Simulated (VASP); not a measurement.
Here is a VASP 6.6.1 calculation.

Contents of POSCAR:

```
GaP
1.0
    0.0000000000      2.7074210500      2.7074210500
    2.7074210500      0.0000000000      2.7074210500
    2.7074210500      2.7074210500      0.0000000000
Ga P
1 1
Direct
    0.0000000000      0.0000000000      0.0000000000
    0.2500000000      0.2500000000      0.2500000000
```

Contents of INCAR.step1:

```
PREC = Accurate
ENCUT = 520
ISMEAR = -1
SIGMA = 0.02
LREAL = False
LASPH = True
NELM = 60
GGA = PE
ALGO = Normal
EDIFF = 1E-4
LWAVE = True
LCHARG = False
```

Contents of INCAR.step2:

```
PREC = Accurate
ENCUT = 520
EDIFF = 1E-6
ISMEAR = -1
SIGMA = 0.02
LREAL = False
LASPH = True
NELM = 60
ALGO = Normal
ISIF = 2
LWAVE = False
LCHARG = False
METAGGA = R2SCAN
LMIXTAU = True
IBRION = 2
NSW = 50
EDIFFG = -0.01
ISTART = 1
```

The input KPOINTS:

```
regular mesh
0
Gamma
  10 10 10
```

Potentials or basis: VASP PAW PBE potentials, release 64 (Ga_d, P).

Run with:

```bash
$ cat potpaw_PBE.64/Ga_d/POTCAR potpaw_PBE.64/P/POTCAR > POTCAR
$ cp INCAR.step1 INCAR
$ mpirun -np 1 vasp_std > vasp.out
$ cp INCAR.step2 INCAR
$ mpirun -np 1 vasp_std > vasp.out
```

Question: Estimate the band gap on the k mesh.

Answer: 1.83 eV (least direct gap 2.52 eV).

Final structure:
```
CELL_PARAMETERS angstrom
0.00000 2.70742 2.70742
2.70742 0.00000 2.70742
2.70742 2.70742 0.00000
ATOMIC_POSITIONS crystal
Ga 0.00000 0.00000 0.00000
P 0.25000 0.25000 0.25000
```

Caveat: the relaxation stopped at its first step, so nothing moved. A k mesh can miss the band edges.
